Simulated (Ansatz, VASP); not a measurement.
One calculation of CuAu, two programs

INCAR

```
ALGO = Normal ; EDIFF = 1E-8
ENCUT = 520 ; GGA = PE
GGA_COMPAT = F ; ISIF = 2
ISMEAR = -1 ; LASPH = T
LCHARG = F ; LEFG = T
LMAXMIX = 4 ; LNONCOLLINEAR = T
LORBIT = 11 ; LORBMOM = T
LREAL = F ; LSORBIT = T
LWAVE = F ; MAGMOM = 0 0 0 0 0 0
NBANDS = 34 ; NELM = 150
PREC = Accurate ; SIGMA = 0.05
```

The input KPOINTS:

```
k-points
0
Gamma
  12 12 9
```

The input POSCAR:

```
CuAu
1.0
    2.8000000000      0.0000000000      0.0000000000
    0.0000000000      2.8000000000      0.0000000000
    0.0000000000      0.0000000000      3.6700000000
Cu Au
1 1
Direct
    0.5000000000      0.5000000000      0.5000000000
    0.0000000000      0.0000000000      0.0000000000
```

Input for Ansatz:

```yaml
crystal:
  lattice:
    - [2.8, 0.0, 0.0]
    - [0.0, 2.8, 0.0]
    - [0.0, 0.0, 3.67]
  atoms:
    - { symbol: Cu, position: [0.5, 0.5, 0.5] }
    - { symbol: Au, position: [0.0, 0.0, 0.0] }
kpoints:
  mp_grid: { grid: [12, 12, 9] }
scf:
  occupations: { method: fermi_dirac, width: 0.05 }
hamiltonian:
  xc: pbe
  pseudopotentials: { kind: paw_fr }
output:
  forces: true
  stress: true
  populations: true
  efg:
    quadrupole_moments_barn: { Cu: -0.22, Au: 0.547 }
    contact_densities: true
  write_density: true
  write_potential: true
  elf: true
  volumetric_format: npy
magnetization:
  noncollinear: true
  spin_orbit: true
```

Alike in both runs: task electric field gradients; functional PBE; k mesh 12 × 12 × 9; occupations fermi-dirac, width 0.05 eV; non-collinear spin, spin-orbit coupling.

```csv
,VASP,Ansatz
version,VASP 6.6.1,Ansatz 0.2.0
potentials or method,"VASP PAW PBE potentials, release 64 (Cu, Au)",plane-wave PAW
plane-wave cutoff (eV),520,420
valence electrons in the cell,22,38
```

Ansatz gave:

* pressure (GPa): 5.8
* traceless stress, the component that is largest in VASP (GPa): -0.50
* size of Vzz on the site where it differs most (V/Å²): 61.9

Q: Estimate VASP's values.

A: Pressure (GPa): 6.0; traceless stress, the component that is largest in VASP (GPa): -0.62; size of Vzz on the site where it differs most (V/Å²): 89.6.

With one functional, cell and mesh, what is left measures potentials, basis and numerics. VASP's potentials hold 22 valence electrons a cell and Ansatz's 38, so a difference there can come from the potentials and not from the codes.
